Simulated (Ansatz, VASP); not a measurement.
Al3BP4 in VASP and in Ansatz

```
Al B P
1.0
    -2.64016    2.64016    5.24274
     2.64016   -2.64016    5.24274
     2.64016    2.64016   -5.24274
Al B P
3 1 4
Direct
  0.75000 0.25000 0.50000
  0.00000 0.00000 0.00000
  0.25000 0.75000 0.50000
  0.50000 0.50000 0.00000
  0.83265 0.39534 0.00000
  0.16735 0.16735 0.56269
  0.39534 0.83265 0.00000
  0.60466 0.60466 0.43731
```

Alike in both runs: functional PBE; k mesh 8 × 8 × 8; occupations gaussian, width 0.02 eV; no spin polarisation.

Ansatz relaxed the structure, and its values are those at the end. VASP's run is a single point on that final structure, the one shown.

|  | VASP | Ansatz |
| --- | --- | --- |
| version | VASP 6.6.1 | Ansatz 0.2.0 |
| potentials or method | VASP PAW PBE potentials, release 64 (Al, B, P), cutoff 520 eV | scalar-relativistic, plane waves, PAW |
| valence electrons in the cell | 32 | 32 |

|  | VASP | Ansatz | Ansatz less VASP |
| --- | --- | --- | --- |
| gap on the k mesh at the Fermi level (eV) | 1.14 | 1.14 | +0.002 |
| least direct gap on the mesh (eV) | 1.14 | 1.14 | +0.002 |
| pressure (GPa) | -0.1 | 0.0 | +0.12 |
